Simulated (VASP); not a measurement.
# Be24NO in VASP: further runs

Be24NO is run at these levels: PBE; tasks: single point.

All numbers are computed with VASP 6.6.1; they aren't measurements. Logs are shortened: lines on timing, memory, paths and dates and some standing lists are left out, and cuts for length are marked.

## Step 1: The cell of the first run

The cell holds a slab with vacuum, 26 atoms: a = 4.525 Å, b = 7.134 Å, c = 22.369 Å, α = 90.00°, β = 90.00°, γ = 90.00°.

## Step 2: Single point, PBE, collinear spin, ferromagnetic start

Contents of INCAR:

```
SYSTEM = Be24NO
PREC     = Accurate       ! precision mode
ENCUT    = 520            ! plane-wave cutoff, eV
EDIFF    = 1E-6           ! SCF threshold, eV
ISMEAR   = 0              ! smearing method
SIGMA    = 0.1            ! smearing width, eV
LREAL    = .FALSE.        ! projectors in reciprocal space
LASPH    = .TRUE.         ! aspherical terms in the spheres
NELM     = 200            ! most SCF steps
ALGO     = Normal         ! electronic algorithm
ISIF     = 2              ! what is computed and relaxed
LWAVE    = .FALSE.        ! write WAVECAR
LCHARG   = .FALSE.        ! write CHGCAR
ISPIN    = 2              ! spin polarisation
MAGMOM   = 0 0 0 0 0 0 0 0 0 0 0 0 0 0 0 0 0 0 0 0 0 0 0 0 1 0 ! initial moments
LORBIT   = 11             ! projections on sites
LDIPOL   = .TRUE.       
IDIPOL   = 3            
DIPOL    = 0.5 0.5 0.293
GGA      = PE             ! functional
NBANDS   = 52             ! bands
GGA_COMPAT= .FALSE.      
NELMDL   = -8           
KPAR     = 4
```

Contents of KPOINTS:

```
regular mesh
0
G
  6 4 1
  0 0 0
```

Contents of POSCAR:

```
Be24NO
1.0
    4.5254381411      0.0000000000      0.0000000000
    0.0000000000      7.1336190820      0.0000000000
    0.0000000000      0.0000000000     22.3685529248
Be N O
24 1 1
Direct
    0.0000000000      0.3750000000      0.1788224752
    0.0000000000      0.8750000000      0.1788224752
    0.5000000000      0.3750000000      0.1788224752
    0.5000000000      0.8750000000      0.1788224752
    0.2500000000      0.1250000000      0.2080237711
    0.2500000000      0.6250000000      0.2080237711
    0.7500000000      0.1250000000      0.2080237711
    0.7500000000      0.6250000000      0.2080237711
    0.2500000000      0.3750000000      0.2664263628
    0.2500000000      0.8750000000      0.2664263628
    0.7500000000      0.3750000000      0.2664263628
    0.7500000000      0.8750000000      0.2664263628
    0.0000000000      0.1250000000      0.2903069137
    0.0000000000      0.6250000000      0.2903069137
    0.5000000000      0.1250000000      0.2903069137
    0.5000000000      0.6250000000      0.2903069137
    0.0000000000      0.3750000000      0.3546814205
    0.0000000000      0.8750000000      0.3546814205
    0.5000000000      0.3750000000      0.3546814205
    0.5000000000      0.8750000000      0.3546814205
    0.2500000000      0.1250000000      0.3741213369
    0.2500000000      0.6250000000      0.3741213369
    0.7500000000      0.1250000000      0.3741213369
    0.7500000000      0.6250000000      0.3741213369
    0.7500000000      0.4583333333      0.4447562146
    0.8198393050      0.5281726383      0.4904413324
```

Potentials or basis: VASP PAW PBE potentials, release 64 (Be, N, O).

Launch:

```console
> cat potpaw_PBE.64/Be/POTCAR potpaw_PBE.64/N/POTCAR potpaw_PBE.64/O/POTCAR > POTCAR
> mpirun -np 4 vasp_std > vasp.out
```

OUTCAR:

```text
SYSTEM = Be24NO
   PREC = Accurate
   ENCUT = 520
   EDIFF = 1E-6
   ISMEAR = 0
   LREAL = .FALSE.
   LASPH = .TRUE.
   NELM = 200
   ISIF = 2
   ISPIN = 2
   LORBIT = 11
   GGA = PE
   NELMDL = -8

 ion  position               nearest neighbor table
   1  0.000  0.375  0.179-   5 2.21   6 2.21   7 2.21   8 2.21   9 2.26  11 2.26   3 2.26   3 2.26

   2  0.000  0.875  0.179-   5 2.21   6 2.21   7 2.21   8 2.21  10 2.26  12 2.26   4 2.26   4 2.26

   3  0.500  0.375  0.179-   5 2.21   6 2.21   7 2.21   8 2.21   9 2.26  11 2.26   1 2.26   1 2.26
[... 39 lines left out ...]
  23  0.750  0.125  0.374-  17 2.16  18 2.16  19 2.16  20 2.16  13 2.19  15 2.19  21 2.26  21 2.26

  24  0.750  0.625  0.374-  25 1.98  18 2.16  19 2.16  20 2.16  17 2.16  16 2.19  14 2.19  22 2.26
                            22 2.26
  25  0.750  0.458  0.445-  26 1.18  24 1.98
  26  0.820  0.528  0.490-  25 1.18

  LATTYP: Found a simple orthorhombic cell.
 ALAT       =     4.5254381411
 B/A-ratio  =     1.5763377732
 C/A-ratio  =     4.9428480132

  Lattice vectors:

 A1 = (   4.5254381411,   0.0000000000,   0.0000000000)
 A2 = (   0.0000000000,   7.1336190820,   0.0000000000)
 A3 = (   0.0000000000,   0.0000000000,  22.3685529248)

Analysis of symmetry for initial positions (statically):
=====================================================================
 Subroutine PRICEL returns:
 Original cell was already a primitive cell.

 Routine SETGRP: Setting up the symmetry group for a
 simple orthorhombic supercell.

 Subroutine GETGRP returns: Found  1 space group operations
 (whereof  1 operations were pure point group operations)
 out of a pool of  8 trial point group operations.

The static configuration has the point symmetry C_1 .

Analysis of symmetry for dynamics (positions and initial velocities):
=====================================================================
 Subroutine PRICEL returns:
 Original cell was already a primitive cell.

 Routine SETGRP: Setting up the symmetry group for a
 simple orthorhombic supercell.

 Subroutine GETGRP returns: Found  1 space group operations
 (whereof  1 operations were pure point group operations)
 out of a pool of  8 trial point group operations.

The dynamic configuration has the point symmetry C_1 .

Analysis of structural, dynamic, and magnetic symmetry:
=====================================================================
 Subroutine PRICEL returns:
 Original cell was already a primitive cell.

[... 195 lines left out ...]
  free energy    TOTEN  =       -95.52815337 eV

  energy without entropy =      -95.50511297  energy(sigma->0) =      -95.51663317

 E-fermi :  -1.4714     XC(G=0):  -3.9406

 val. band max:       -1.4797333991   @ k =   0.3333   0.0000   0.0000
 cond. band min:      -1.4583257855   @ k =   0.0000   0.5000   0.0000
 fundamental gap:      0.0214076136
 Fermi energy:        -1.4713983420

 spin component 1

 k-point     1 :       0.0000    0.0000    0.0000
  band No.  band energies     occupation
      1     -27.3015      1.00000
      2     -13.7130      1.00000
      3     -11.7605      1.00000
      4     -10.0029      1.00000
      5      -9.6614      1.00000
      6      -9.6037      1.00000
[... 605 lines left out ...]
     40       2.9578      0.00000
     41       2.9731      0.00000
 Fermi energy:        -1.4713983420

 spin component 2

 k-point     1 :       0.0000    0.0000    0.0000
  band No.  band energies     occupation
      1     -27.3015      1.00000
      2     -13.7129      1.00000
      3     -11.7605      1.00000
      4     -10.0029      1.00000
      5      -9.6614      1.00000
      6      -9.6037      1.00000
[... 605 lines left out ...]
     40       2.9578      0.00000
     41       2.9730      0.00000
 [bands above 41 left out]

------------------------ aborting loop because EDIFF is reached ----------------------------------------

 vacuum level on the upper side and lower side of the slab       (xc-potential included)         0.347        -0.361

  FORCE on cell =-STRESS in cart. coord.  units (eV):
  Direction    XX          YY          ZZ          XY          YZ          ZX
  --------------------------------------------------------------------------------------
  -------------------------------------------------------------------------------------
  Total       -0.3814678     -4.7179862      2.0009851      0.2867965      1.3527318      0.0314751
  in kB       -0.8463695    -10.4678818      4.4396220      0.6363206      3.0013306      0.0698343
  external PRESSURE =      -2.2915431 kB  Pullay stress =       0.0000000 kB

 VOLUME and BASIS-vectors are now :
 -----------------------------------------------------------------------------
  energy-cutoff  :      520.00
  volume of cell :      722.12
      direct lattice vectors                 reciprocal lattice vectors
     4.525438141  0.000000000  0.000000000     0.220973079  0.000000000  0.000000000
     0.000000000  7.133619082  0.000000000     0.000000000  0.140181300  0.000000000
     0.000000000  0.000000000 22.368552925     0.000000000  0.000000000  0.044705619

 POSITION                                       TOTAL-FORCE (eV/Angst)
 -----------------------------------------------------------------------------------
      0.00000      2.67511      4.00000         0.032334      0.000810      0.560739
      0.00000      6.24192      4.00000        -0.013380     -0.002563      0.495416
      2.26272      2.67511      4.00000        -0.022283     -0.023816      0.552324
      2.26272      6.24192      4.00000         0.024794      0.017097      0.564899
      1.13136      0.89170      4.65319        -0.003955      0.009541     -0.779878
      1.13136      4.45851      4.65319        -0.005610     -0.014147     -0.766466
[... 18 lines left out ...]
      3.39408      3.26958      9.94855        -0.716138      0.073831     -1.195445
      3.71013      3.76778     10.97046         0.554410      0.320739      1.524514
 -----------------------------------------------------------------------------------
    total drift:                                0.000018      0.000225     -0.000691

  FREE ENERGIE OF THE ION-ELECTRON SYSTEM (eV)
  ---------------------------------------------------
  free  energy   TOTEN  =       -95.5281533684 eV

  energy  without entropy=      -95.5051129683  energy(sigma->0) =      -95.51663317

 vacuum level on the upper side and lower side of the slab         3.539         2.793

 total charge

# of ion       s       p       d       tot
------------------------------------------
    1        0.408   0.607   0.000   1.016
    2        0.416   0.600   0.000   1.016
    3        0.411   0.604   0.000   1.016
    4        0.415   0.599   0.000   1.014
    5        0.420   0.742   0.000   1.162
    6        0.421   0.741   0.000   1.162
[... 18 lines left out ...]
   25        1.335   2.346   0.000   3.680
   26        1.613   3.455   0.000   5.068
--------------------------------------------------
tot         13.047  22.852   0.000  35.899

 magnetization (x)

# of ion       s       p       d       tot
------------------------------------------
    1       -0.000  -0.000   0.000  -0.000
    2       -0.000  -0.000   0.000  -0.000
    3       -0.000  -0.000   0.000  -0.000
    4       -0.000  -0.000   0.000  -0.000
    5        0.000   0.000   0.000   0.000
    6        0.000   0.000   0.000   0.000
[... 18 lines left out ...]
   25        0.000   0.000   0.000   0.000
   26        0.000   0.000   0.000   0.000
--------------------------------------------------
tot         -0.000   0.000   0.000   0.000
```

Run time: 23 min. Hardware: 4 MPI ranks of Intel Xeon 6975P-C (Granite Rapids), shared host; peak memory 1.5 GiB.

Results:

```
Free energy                                           : -95.5282 eV
Largest force                                         : 1.654 eV/Å
Net moment                                            : 0.00 μB per cell
Valence electrons inside the program's atomic spheres : Be 1.02, 1.01, 1.16, 1.18, 1.17, 1.21, 1.14, 1.15, 1.12, 1.07, 1.08; N 3.68; O 5.07
```

Forces in eV/Å, atoms in the order of the input:
```
Be   0.032  0.001  0.561
Be  -0.013 -0.003  0.495
Be  -0.022 -0.024  0.552
Be   0.025  0.017  0.565
Be  -0.004  0.010 -0.780
Be  -0.006 -0.014 -0.766
Be   0.006  0.032 -0.741
Be   0.012 -0.053 -0.679
Be  -0.050 -0.010  0.104
Be   0.052 -0.008  0.155
Be   0.000  0.005  0.239
Be  -0.021  0.029  0.110
Be   0.043 -0.040  0.052
Be   0.045  0.020  0.061
Be  -0.023 -0.073 -0.030
Be   0.055 -0.020  0.107
Be   0.358 -0.144 -0.174
Be  -0.028  0.051 -0.099
Be  -0.374 -0.218 -0.319
Be  -0.015  0.072 -0.066
Be   0.026  0.076  0.062
Be   0.076  0.045 -0.231
Be   0.029 -0.080  0.090
Be  -0.039 -0.065  0.405
N   -0.716  0.074 -1.195
O    0.554  0.321  1.525
```

Caveat: the standard files for N, O and F lose accuracy on very short bonds.

## Step 3: Single point, PBE, collinear spin, ferromagnetic start

Contents of INCAR:

```
PREC = Accurate
ENCUT = 520
EDIFF = 1E-6
ISMEAR = 0
SIGMA = 0.1
LREAL = False
LASPH = True
NELM = 200
ALGO = Normal
ISIF = 2
LWAVE = False
LCHARG = True
ISPIN = 2
MAGMOM = 0 0 0 0 0 0 0 0 0 0 0 0 0 0 0 0 0 0 0 0 0 0 0 0 1 0
LORBIT = 11
LDIPOL = True
IDIPOL = 3
DIPOL = 0.5 0.5 0.294
GGA = PE
LVHAR = True
LVACPOTAV = True
NBANDS = 52
GGA_COMPAT = False
NELMDL = -8
KPAR = 4
```

Contents of KPOINTS:

```
Automatic mesh
0
Gamma
  6 4 1
```

POSCAR: that of step 2 with these lines changed.

```diff
@@ -32,3 +32,3 @@
     0.7500000000      0.6250000000      0.3741213369
-    0.7500000000      0.4583333333      0.4447562146
-    0.8198393050      0.5281726383      0.4904413324
+    0.7500000000      0.4583333333      0.4604031812
+    0.8487676923      0.5571010257      0.4977049237
```

Potentials or basis: VASP PAW PBE potentials, release 64 (Be, N, O).

Launch:

```console
> cat potpaw_PBE.64/Be/POTCAR potpaw_PBE.64/N/POTCAR potpaw_PBE.64/O/POTCAR > POTCAR
> mpirun -np 4 vasp_std > vasp.out
```

It took 9.9 min on 4 MPI ranks of Intel Xeon Platinum 8481C at 2.70GHz (Sapphire Rapids), shared host; peak memory 1.4 GiB.

The run converged. Its results:

| Item | Value |
| --- | --- |
| Free energy | -95.5804 eV |
| Largest force | 0.732 eV/Å |
| Net moment | 0.39 μB per cell |
| Site moments | Be -0.01, -0.00, +0.00, +0.01; N +0.17; O +0.15 μB |
| Valence electrons inside the program's atomic spheres | Be 1.02, 1.01, 1.16, 1.17, 1.21, 1.14, 1.13, 1.08, 1.10; N 3.64; O 5.06 |

Forces in eV/Å, atoms in the order of the input:
```
Be   0.019  0.015  0.556
Be  -0.005 -0.006  0.510
Be  -0.010 -0.028  0.546
Be   0.015  0.051  0.566
Be   0.012  0.002 -0.732
Be  -0.008 -0.055 -0.717
Be  -0.009  0.021 -0.708
Be   0.014 -0.035 -0.719
Be  -0.009  0.013  0.149
Be   0.029 -0.008  0.150
Be  -0.020  0.014  0.150
Be  -0.017  0.045  0.127
Be   0.029 -0.026  0.059
Be   0.030 -0.007  0.069
Be  -0.005 -0.064 -0.035
Be   0.028 -0.013  0.051
Be   0.130 -0.067 -0.001
Be  -0.014  0.005 -0.075
Be  -0.163 -0.065 -0.257
Be  -0.020  0.034 -0.055
Be   0.016  0.067  0.060
Be   0.133  0.032 -0.168
Be   0.023 -0.099 -0.006
Be  -0.118 -0.166  0.314
N   -0.272  0.454 -0.134
O    0.193 -0.114  0.300
```

Levels at points of the mesh, in eV from the Fermi level:
Spin up:
```
           k point  band 26  band 27  band 28  band 29  band 30  band 31  band 32  band 33  band 34  band 35
(0.00, 0.00, 0.00)    -2.15    -1.03    -0.57    -0.26    -0.10     0.10     0.55     0.88     1.19     1.82
(0.50, 0.00, 0.00)    -1.15    -0.85    -0.11     0.37     0.80     0.87     1.44     1.46     1.46     1.48
(0.00, 0.50, 0.00)    -1.12    -1.08    -0.91    -0.87    -0.43     0.02     0.25     0.55     1.46     1.84
(0.50, 0.50, 0.00)    -0.75    -0.61    -0.46    -0.35     0.13     0.42     0.50     0.50     0.74     1.07
```
Spin down:
```
           k point  band 25  band 26  band 27  band 28  band 29  band 30  band 31  band 32  band 33  band 34
(0.00, 0.00, 0.00)    -2.35    -2.14    -0.99    -0.33    -0.18    -0.14     0.16     0.72     1.03     1.33
(0.50, 0.00, 0.00)    -1.45    -1.15    -0.78     0.26     0.63     0.82     0.90     1.41     1.45     1.45
(0.00, 0.50, 0.00)    -1.77    -1.10    -1.08    -0.91    -0.88    -0.19     0.05     0.54     0.72     1.45
(0.50, 0.50, 0.00)    -1.77    -0.68    -0.51    -0.47    -0.21     0.24     0.44     0.48     0.49     1.03
```

Caveat: the standard files for N, O and F lose accuracy on very short bonds.

(Continued in part 2 of 2.)
